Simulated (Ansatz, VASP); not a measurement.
**HfSiO4: VASP beside Ansatz**

The input POSCAR:

```
HfSiO4
1.0
   -3.2908231527      3.2908231527      2.9559112561
    3.2908231527     -3.2908231527      2.9559112561
    3.2908231527      3.2908231527     -2.9559112561
Hf Si O
2 2 8
Direct
    0.0000000000      0.0000000000      0.0000000000
    0.7500000000      0.2500000000      0.5000000000
    0.2500000000      0.7500000000      0.5000000000
    0.5000000000      0.5000000000      0.0000000000
    0.1348807549      0.3196932833      0.8151874716
    0.0696932833      0.7545058118      0.6848125284
    0.0696932833      0.3848807549      0.3151874716
    0.5045058118      0.3196932833      0.1848125284
    0.6803067167      0.4954941882      0.8151874716
    0.6151192451      0.9303067167      0.6848125284
    0.2454941882      0.9303067167      0.3151874716
    0.6803067167      0.8651192451      0.1848125284
```

File INCAR.step1:

```
SYSTEM = HfSiO4
PREC = Accurate ; ENCUT = 520
ISMEAR = 0 ; SIGMA = 0.01
LREAL = .False. ; LASPH = .True.
NELM = 100 ; NBANDS = 50
GGA = PE ; ALGO = Normal
EDIFF = 1E-4 ; LWAVE = .True.
LCHARG = .False.
```

The input INCAR.step2:

```
SYSTEM = HfSiO4
PREC = Accurate ; ENCUT = 520
EDIFF = 1E-7 ; ISMEAR = 0
SIGMA = 0.01 ; LREAL = .False.
LASPH = .True. ; NELM = 100
ALGO = Normal ; ISIF = 2
LWAVE = .False. ; LCHARG = .False.
METAGGA = R2SCAN ; LMIXTAU = .True.
NBANDS = 50 ; ISTART = 1
```

Contents of KPOINTS:

```
regular mesh
0
Gamma
  6 6 6
  0 0 0
```

Input for Ansatz:

```yaml
crystal:
  lattice:
    - [-3.2908231527, 3.2908231527, 2.9559112561]
    - [3.2908231527, -3.2908231527, 2.9559112561]
    - [3.2908231527, 3.2908231527, -2.9559112561]
  atoms:
    - { symbol: Hf, position: [0.0, 0.0, 0.0] }
    - { symbol: Hf, position: [0.75, 0.25, 0.5] }
    - { symbol: Si, position: [0.25, 0.75, 0.5] }
    - { symbol: Si, position: [0.5, 0.5, 0.0] }
    - { symbol: O, position: [0.1348807549, 0.3196932833, 0.8151874716] }
    - { symbol: O, position: [0.0696932833, 0.7545058118, 0.6848125284] }
    - { symbol: O, position: [0.0696932833, 0.3848807549, 0.3151874716] }
    - { symbol: O, position: [0.5045058118, 0.3196932833, 0.1848125284] }
    - { symbol: O, position: [0.6803067167, 0.4954941882, 0.8151874716] }
    - { symbol: O, position: [0.6151192451, 0.9303067167, 0.6848125284] }
    - { symbol: O, position: [0.2454941882, 0.9303067167, 0.3151874716] }
    - { symbol: O, position: [0.6803067167, 0.8651192451, 0.1848125284] }
kpoints:
  mp_grid: { grid: [6, 6, 6] }
  band_path:
    path:
      - [0.0, 0.0, 0.0]
      - [0.0, 0.0, 0.5]
      - [-0.5, 0.5, 0.5]
      - [0.4557990254, 0.4557990254, -0.4557990254]
      - [-0.4557990254, 0.5442009746, 0.4557990254]
      - [0.25, 0.25, 0.25]
      - [0.0, 0.5, 0.0]
      - [0.1666666667, 0.1666666667, 0.1666666667]
      - [0.072917, 0.072917, -0.072917]
      - [0.1875, 0.3125, 0.25]
    npoints: 1
hamiltonian:
  xc: r2scan
scf:
  occupations: { method: fixed }
  n_extra_bands: 7
output:
  forces: true
  stress: true
  eigenvalues: true
```

Change from the starting cell: uniaxial_z strain -1.0%.

Alike in both runs: task single point; functional r2SCAN; k mesh 6 × 6 × 6; no spin polarisation.

|  | VASP | Ansatz |
| --- | --- | --- |
| version | VASP 6.6.1 | Ansatz 0.2.0 |
| potentials or method | VASP PAW PBE potentials, release 64 (Hf_pv, Si, O) | plane waves, PAW |
| plane-wave cutoff (eV) | 520 | 500 |
| occupations | gaussian, width 0.01 eV | fixed |
| valence electrons in the cell | 76 | 108 |

VASP gave:

* gap on the k mesh at the Fermi level (eV): 6.01
* pressure (GPa): 1.0
* traceless stress, the component that is largest in VASP (GPa): 2.81
* rms of the force components (eV/Å): 0.103

Question: What did Ansatz give for the same quantities?

Answer: gap on the k mesh at the Fermi level (eV): 6.07; pressure (GPa): 2.8; traceless stress, the component that is largest in VASP (GPa): 2.40; rms of the force components (eV/Å): 0.000.

VASP's potentials were made for PBE, not for r2SCAN. Atom by atom the forces differ by 0.103 eV/Å (rms over components). VASP's potentials hold 76 valence electrons a cell and Ansatz's 108, so a difference there can come from the potentials and not from the codes.

Neither program's run includes spin-orbit coupling.
